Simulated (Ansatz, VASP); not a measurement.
One calculation of SnTe, two programs

POSCAR

```
SnTe
1.0
    0.0000000000      3.1095970760      3.1095970760
    3.1095970760      0.0000000000      3.1095970760
    3.1095970760      3.1095970760      0.0000000000
Sn Te
1 1
Direct
    0.0000000000      0.0000000000      0.0000000000
    0.5000000000      0.5000000000      0.5000000000
```

The input INCAR.step1:

```
SYSTEM = SnTe
ALGO     = Normal         ! electronic algorithm
EDIFF    = 1E-5           ! SCF threshold, eV
ENCUT    = 520            ! plane-wave cutoff, eV
GGA      = PE             ! functional
ISIF     = 2              ! what is computed and relaxed
ISMEAR   = -1             ! smearing method
LASPH    = .True.         ! aspherical terms in the spheres
LCHARG   = .False.        ! write CHGCAR
LREAL    = .False.        ! projectors in reciprocal space
LWAVE    = .True.         ! write WAVECAR
NBANDS   = 17             ! bands
NELM     = 80             ! most SCF steps
PREC     = Accurate       ! precision mode
SIGMA    = 0.02           ! smearing width, eV
```

Contents of INCAR.step2:

```
SYSTEM = SnTe
ALGO     = Normal         ! electronic algorithm
EDIFF    = 1E-6           ! SCF threshold, eV
ENCUT    = 520            ! plane-wave cutoff, eV
GGA      = PE             ! functional
HFSCREEN = 0.2079         ! screening, 1/A
ISIF     = 2              ! what is computed and relaxed
ISMEAR   = -1             ! smearing method
ISTART   = 1            
LASPH    = .True.         ! aspherical terms in the spheres
LCHARG   = .False.        ! write CHGCAR
LHFCALC  = .True.         ! exact exchange
LREAL    = .False.        ! projectors in reciprocal space
LWAVE    = .False.        ! write WAVECAR
NBANDS   = 17             ! bands
NELM     = 80             ! most SCF steps
PREC     = Accurate       ! precision mode
PRECFOCK = Normal       
SIGMA    = 0.02           ! smearing width, eV
```

The input KPOINTS:

```
k-points
0
Gamma
  6 6 6
  0 0 0
```

Input for Ansatz:

```yaml
crystal:
  lattice:
    - [0.0, 3.109597076, 3.109597076]
    - [3.109597076, 0.0, 3.109597076]
    - [3.109597076, 3.109597076, 0.0]
  atoms:
    - { symbol: Sn, position: [0.0, 0.0, 0.0] }
    - { symbol: Te, position: [0.5, 0.5, 0.5] }
kpoints:
  mp_grid: { grid: [6, 6, 6] }
  band_path:
    path:
      - [0.0, 0.0, 0.0]
      - [0.5, 0.0, 0.5]
      - [0.625, 0.25, 0.625]
      - [0.375, 0.375, 0.75]
      - [0.5, 0.5, 0.5]
      - [0.5, 0.25, 0.75]
      - [-0.018229, -0.016357, 0.492188]
      - [-0.019857, -0.011475, 0.49056]
    npoints: 1
hamiltonian:
  xc: hse06
scf:
  occupations: { method: fermi_dirac, width: 0.02 }
  n_extra_bands: 4
output:
  forces: true
  stress: true
  eigenvalues: true
```

Change from the starting cell: hydrostatic strain -2.5%.

Alike in both runs: task single point; functional HSE06; k mesh 6 × 6 × 6; occupations fermi-dirac, width 0.02 eV; no spin polarisation.

|  | VASP | Ansatz |
| --- | --- | --- |
| version | VASP 6.6.1 | Ansatz 0.2.0 |
| potentials or method | VASP PAW PBE potentials, release 64 (Sn_d, Te) | plane waves, PAW |
| plane-wave cutoff (eV) | 520 | 420 |
| valence electrons in the cell | 20 | 30 |

```csv
,VASP,Ansatz,Ansatz less VASP
pressure (GPa),3.0,3.3,+0.32
```

VASP's potentials hold 20 valence electrons a cell and Ansatz's 30, so a difference there can come from the potentials and not from the codes. Ansatz's warnings: stress exchange threshold loose, stress scf threshold loose.

Spin-orbit coupling is off throughout.
